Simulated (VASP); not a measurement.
# Rh (P6_3/mmc) in VASP: a series of runs

The runs below take Rh through single point, with PBE.

Everything below comes from runs of VASP 6.6.1. Logs are shortened: lines on timing, memory, paths and dates and some standing lists are left out, and cuts for length are marked.

## 1. The cell of the first run

The structure is hexagonal, space group P6_3/mmc (No. 194). The conventional cell has a = 2.669 Å, b = 2.669 Å, c = 4.296 Å, α = 90.00°, β = 90.00°, γ = 120.00°. Rh (site symmetry -6m2) has 12 Rh at 2.64 to 2.67 Å within 3.5 Å.

## 2. Single point, PBE, collinear spin, ferromagnetic start

The input, INCAR:

```
  PREC = Accurate
  ENCUT = 500
  EDIFF = 1E-6
  ISMEAR = 0
  SIGMA = 0.15
  LREAL = False
  LASPH = True
  NELM = 200
  ALGO = Normal
  ISIF = 2
  LWAVE = False
  LCHARG = False
  ISPIN = 2
  MAGMOM = 0.25 0.25
  LORBIT = 11
  NUPDOWN = 0.5
  LMAXMIX = 4
  GGA = PE
  NBANDS = 26
  GGA_COMPAT = False
```

The input, KPOINTS:

```
Automatic mesh
0
Gamma
  21 21 12
```

The input, POSCAR:

```
Rh
1.0
    2.6692693142      0.0000000000      0.0000000000
   -1.3346346571      2.3116550356      0.0000000000
    0.0000000000      0.0000000000      4.2956488669
Rh
2
Direct
    0.6666666667      0.3333333333      0.7500000000
    0.3333333333      0.6666666667      0.2500000000
```

Potentials or basis: VASP PAW PBE potentials, release 64 (Rh_pv).

Launch:

```
$ cat potpaw_PBE.64/Rh_pv/POTCAR > POTCAR
$ mpirun -np 1 vasp_std > vasp.out
```

OUTCAR:

```text
PREC = Accurate
   ENCUT = 500
   EDIFF = 1E-6
   ISMEAR = 0
   LREAL = False
   LASPH = True
   NELM = 200
   ISIF = 2
   ISPIN = 2
   LORBIT = 11
   NUPDOWN = 0.5
   GGA = PE

 ion  position               nearest neighbor table
   1  0.667  0.333  0.750-   2 2.64   2 2.64   2 2.64   2 2.64   2 2.64   2 2.64
   2  0.333  0.667  0.250-   1 2.64   1 2.64   1 2.64   1 2.64   1 2.64   1 2.64

  LATTYP: Found a hexagonal cell.
 ALAT       =     2.6692693142
 C/A-ratio  =     1.6092976621

  Lattice vectors:

 A1 = (   2.6692693142,   0.0000000000,   0.0000000000)
 A2 = (  -1.3346346571,   2.3116550356,   0.0000000000)
 A3 = (   0.0000000000,   0.0000000000,   4.2956488669)

Analysis of symmetry for initial positions (statically):
=====================================================================
 Subroutine PRICEL returns:
 Original cell was already a primitive cell.

 Routine SETGRP: Setting up the symmetry group for a
 hexagonal supercell.

 Subroutine GETGRP returns: Found 24 space group operations
 (whereof 12 operations were pure point group operations)
 out of a pool of 24 trial point group operations.

The static configuration has the point symmetry D_3d.
 The point group associated with its full space group is D_6h.

Analysis of symmetry for dynamics (positions and initial velocities):
=====================================================================
 Subroutine PRICEL returns:
 Original cell was already a primitive cell.

 Routine SETGRP: Setting up the symmetry group for a
 hexagonal supercell.

 Subroutine GETGRP returns: Found 24 space group operations
 (whereof 12 operations were pure point group operations)
 out of a pool of 24 trial point group operations.

The dynamic configuration has the point symmetry D_3d.
 The point group associated with its full space group is D_6h.

Analysis of structural, dynamic, and magnetic symmetry:
=====================================================================
 Subroutine PRICEL returns:
 Original cell was already a primitive cell.

 Routine SETGRP: Setting up the symmetry group for a
 hexagonal supercell.

 Subroutine GETGRP returns: Found 24 space group operations
 (whereof 12 operations were pure point group operations)
 out of a pool of 24 trial point group operations.

The overall configuration has the point symmetry D_3d.
 The point group associated with its full space group is D_6h.

 Subroutine INISYM returns: Found 24 space group operations
 (whereof 12 operations are pure point group operations),
 and found     1 'primitive' translations

----------------------------------------------------------------------------------------

                                     Primitive cell

  volume of cell :      26.5060

  direct lattice vectors                    reciprocal lattice vectors
     2.669269314  0.000000000  0.000000000     0.374634360  0.216295248  0.000000000
    -1.334634657  2.311655036  0.000000000     0.000000000  0.432590497  0.000000000
     0.000000000  0.000000000  4.295648867     0.000000000  0.000000000  0.232793701

  length of vectors
     2.669269314  2.669269314  4.295648867     0.432590497  0.432590497  0.232793701

  position of ions in fractional coordinates (direct lattice)
     0.666666667  0.333333333  0.750000000
     0.333333333  0.666666667  0.250000000

  ion indices of the primitive-cell ions
   primitive index   ion index
                 1           1
                 2           2

----------------------------------------------------------------------------------------

 KPOINTS: Automatic mesh

Automatic generation of k-mesh.
 Grid dimensions read from file:
 generate k-points for:   21   21   12

 Generating k-lattice:

  Cartesian coordinates                     Fractional coordinates (reciprocal lattice)
     0.017839731  0.010299774  0.000000000     0.047619048 -0.000000000  0.000000000
     0.000000000  0.020599547  0.000000000     0.000000000  0.047619048  0.000000000
     0.000000000  0.000000000  0.019399475     0.000000000  0.000000000  0.083333333

  Length of vectors
     0.020599547  0.020599547  0.019399475

  Shift w.r.t. Gamma in fractional coordinates (k-lattice)
     0.000000000  0.000000000  0.000000000

 Subroutine IBZKPT returns following result:
 ===========================================

 Found    336 irreducible k-points:

 Following reciprocal coordinates:
            Coordinates               Weight
  0.000000  0.000000  0.000000      1.000000
  0.047619  0.000000  0.000000      6.000000
  0.095238  0.000000  0.000000      6.000000
  0.142857  0.000000  0.000000      6.000000
  0.190476  0.000000  0.000000      6.000000
  0.238095 -0.000000  0.000000      6.000000
[... 16 lines left out ...]
  0.142857  0.095238  0.000000     12.000000
  0.190476  0.095238  0.000000     12.000000
 [... further k-points ...]
   k-points           NKPTS =    336   k-points in BZ     NKDIM =    336   number of bands    NBANDS=     26
   number of dos      NEDOS =    301   number of ions     NIONS =      2
   total plane-waves  NPLWV =  12800
   dimension x,y,z NGX =    20 NGY =   20 NGZ =   32
   dimension x,y,z NGXF=    40 NGYF=   40 NGZF=   64
   ions per type =               2
   NGX,Y,Z   is equivalent  to a cutoff of  12.46, 12.46, 12.38 a.u.
   NGXF,Y,Z  is equivalent  to a cutoff of  24.91, 24.91, 24.77 a.u.
 SYSTEM =  unknown system
   PREC   = accura    normal or accurate (medium, high low for compatibility)
   ISTART =      0    job   : 0-new  1-cont  2-samecut
   ICHARG =      2    charge: 1-file 2-atom 10-const
   ISPIN  =      2    spin polarized calculation?
   LNONCOLLINEAR =      F non collinear calculations
   LSORBIT =      F    spin-orbit coupling
   LASPH  =      T    aspherical Exc in radial PAW
   ENCUT  =  500.0 eV  36.75 Ry    6.06 a.u.   4.87  4.87  7.83*2*pi/ulx,y,z
   NELM   =    200;   NELMIN=  2; NELMDL= -5     # of ELM steps
   EDIFF  = 0.1E-05   stopping-criterion for ELM
   LREAL  =      F    real-space projection
   EDIFFG = 0.1E-04   stopping-criterion for IOM
   NSW    =      0    number of steps for IOM
   IBRION =     -1    ionic relax: 0-MD 1-quasi-New 2-CG
   NFREE  =      0    steps in history (QN), initial steepest desc. (CG)
   ISIF   =      2    stress and relaxation
   ISYM   =      2    0-nonsym 1-usesym 2-fastsym
   POTIM  = 0.5000    time-step for ionic-motion
   TEBEG  =    0.0;   TEEND  =   0.0 temperature during run
   PSTRESS=    0.0 pullay stress
   NELECT =      30.0000    total number of electrons
   NUPDOWN=       0.5000    fix difference up-down
   EMIN   =  10.00;   EMAX   =-10.00  energy-range for DOS
   EFERMI =   0.00;   METHOD = LEGACY
   ISMEAR =     0;   SIGMA  =   0.15  broadening in eV -4-tet -1-fermi 0-gaus
   EFERMI_NEDOS =   21; number of points for ismear=-14 and -15
   IALGO  =     38    algorithm
   IMIX   =      4    mixing-type and parameters
     AMIX     =   0.40;   BMIX     =  1.00
     AMIX_MAG =   1.60;   BMIX_MAG =  1.00
  volume/ion in A,a.u.               =      13.25        89.44
  Fermi-wavevector in a.u.,A,eV,Ry     =   1.706084  3.224032 39.602805  2.910724
  Thomas-Fermi vector in A             =   2.785186
   LORBIT       =     11    0 simple, 1 ext, 2 COOP (PROOUT), +10 PAW based schemes
   GGA     = PE    functional components
   LHFCALC =     F    Hartree Fock is set to
   AEXX    =    0.0000 exact exchange contribution
   IVDW    =     0    specifies the selected vdW correction
   LEPSILON=     F    determine dielectric tensor
   LRPA    =     F    only Hartree local field effects (RPA)
 spin polarized calculation
 Gauss-broadening in eV      SIGMA  =   0.15
  energy-cutoff  :      500.00
  volume of cell :       26.51
 maximum number of plane-waves:       699
 NGX is ok and might be reduce to    20
   NGX =  9   NGY =  9   NGZ = 15

 number of electron      29.9999993 magnetization       0.5000000

 Free energy of the ion-electron system (eV)
  ---------------------------------------------------
  ext. energy  EPLUGINS =         0.00000000
  ---------------------------------------------------
  free energy    TOTEN  =       -14.34985437 eV

  energy without entropy =      -14.31381756  energy(sigma->0) =      -14.33183597

 E-fermi :  12.6197     XC(G=0): -14.2679

 val. band max:       12.7520776035   @ k =   0.1905   0.0952   0.3333
 cond. band min:      12.6199929715   @ k =   0.3333   0.2381   0.1667
 fundamental gap:     -0.1320846319
 Fermi energy:        12.7525171482

 spin component 1

 k-point     1 :       0.0000    0.0000    0.0000
  band No.  band energies     occupation
      1     -34.7993      1.00000
      2     -34.0520      1.00000
      3     -34.0520      1.00000
      4     -33.9409      1.00000
      5     -33.9283      1.00000
      6     -33.9283      1.00000
[... 18 lines left out ...]
     25      35.8139      0.00000
     26      35.8140      0.00000
[... 644 lines left out ...]
      4     -34.1304      1.00000
      5     -34.0131      1.00000
      6     -33.9989      1.00000
[... 18 lines left out ...]
     25      32.8997      0.00000
     26      33.2151      0.00000

 [... further k-points ...]

 spin component 2

 k-point     1 :       0.0000    0.0000    0.0000
  band No.  band energies     occupation
      1     -34.5882      1.00000
      2     -33.8456      1.00000
      3     -33.8456      1.00000
      4     -33.7246      1.00000
      5     -33.7213      1.00000
      6     -33.7213      1.00000
[... 18 lines left out ...]
     25      35.8838      0.00000
     26      35.8853      0.00000
[... 644 lines left out ...]
      4     -33.9245      1.00000
      5     -33.7972      1.00000
      6     -33.7923      1.00000
[... 18 lines left out ...]
     25      33.2224      0.00000
     26      33.2688      0.00000

 [... further k-points ...]
[... 5 lines left out ...]
  --------------------------------------------------------------------------------------
  -------------------------------------------------------------------------------------
  Total        3.1061969      3.1061969      3.2778315      0.0000000      0.0000000      0.0000000
  in kB      187.7566681    187.7566681    198.1312646      0.0000000      0.0000000      0.0000000
  external PRESSURE =     191.2148669 kB  Pullay stress =       0.0000000 kB

 VOLUME and BASIS-vectors are now :
 -----------------------------------------------------------------------------
  energy-cutoff  :      500.00
  volume of cell :       26.51
      direct lattice vectors                 reciprocal lattice vectors
     2.669269314  0.000000000  0.000000000     0.374634360  0.216295248  0.000000000
    -1.334634657  2.311655036  0.000000000     0.000000000  0.432590497  0.000000000
     0.000000000  0.000000000  4.295648867     0.000000000  0.000000000  0.232793701

 POSITION                                       TOTAL-FORCE (eV/Angst)
 -----------------------------------------------------------------------------------
      1.33463      0.77055      3.22174         0.000000     -0.000000      0.000000
     -0.00000      1.54110      1.07391        -0.000000      0.000000      0.000000
 -----------------------------------------------------------------------------------
    total drift:                               -0.000000      0.000000     -0.000000

  FREE ENERGIE OF THE ION-ELECTRON SYSTEM (eV)
  ---------------------------------------------------
  free  energy   TOTEN  =       -14.3498543720 eV

  energy  without entropy=      -14.3138175616  energy(sigma->0) =      -14.33183597

 total charge

# of ion       s       p       d       tot
------------------------------------------
    1        0.426   6.326   7.108  13.860
    2        0.426   6.326   7.108  13.860
--------------------------------------------------
tot          0.851  12.652  14.216  27.720

 magnetization (x)

# of ion       s       p       d       tot
------------------------------------------
    1       -0.000  -0.001   0.250   0.249
    2       -0.000  -0.001   0.250   0.249
--------------------------------------------------
tot         -0.001  -0.001   0.500   0.498
```

Run time: 2.9 min. Hardware: 1 thread of Intel Xeon Platinum 8488C (Sapphire Rapids), shared host; peak memory 0.37 GiB.

What came out:

| Item | Value |
| --- | --- |
| Free energy | -14.3499 eV |
| Pressure | 19.1 GPa |
| Net moment | 0.50 μB per cell |
| Site moments | Rh +0.25 μB |
| Valence electrons inside the program's atomic spheres | Rh 13.86 |

Caveat: the total moment is fixed, so each spin has its own Fermi level.

## 3. Single point, PBE, collinear spin, ferromagnetic start

This run uses another cell than the first one, of 15.79 Å³/atom, 1.191 times its volume.

The input, INCAR:

```
SYSTEM = Rh
PREC = Accurate
ENCUT = 500
EDIFF = 1E-6
ISMEAR = 0
SIGMA = 0.15
LREAL = .FALSE.
LASPH = .TRUE.
NELM = 200
ALGO = Normal
ISIF = 2
LWAVE = .FALSE.
LCHARG = .FALSE.
ISPIN = 2
MAGMOM = 0.375 0.375
LORBIT = 11
NUPDOWN = 0.75
LMAXMIX = 4
GGA = PE
NBANDS = 26
GGA_COMPAT = .FALSE.
```

The input, KPOINTS:

```
regular mesh
0
G
  21 21 12
  0 0 0
```

The input, POSCAR:

```
Rh
1.0
    2.8297519717      0.0000000000      0.0000000000
   -1.4148759859      2.4506370939      0.0000000000
    0.0000000000      0.0000000000      4.5539132325
Rh
2
Direct
    0.6666666667      0.3333333333      0.7500000000
    0.3333333333      0.6666666667      0.2500000000
```

Potentials or basis: VASP PAW PBE potentials, release 64 (Rh_pv).

Launch:

```
$ cat potpaw_PBE.64/Rh_pv/POTCAR > POTCAR
$ mpirun -np 1 vasp_std > vasp.out
```

Run time: 3 min. Hardware: 1 thread of Intel Xeon 6975P-C (Granite Rapids), shared host; peak memory 0.42 GiB.

Results (log left out):

- Free energy: -14.1985 eV
- Pressure: -20.6 GPa
- Net moment: 0.75 μB per cell
- Site moments: Rh +0.38 μB
- Valence electrons inside the program's atomic spheres: Rh 13.57

Stress tensor (GPa, compression positive):
```
-20.46   0.00   0.00
  0.00 -20.46   0.00
  0.00   0.00 -21.00
```

Caveat: the total moment is fixed, so each spin has its own Fermi level.
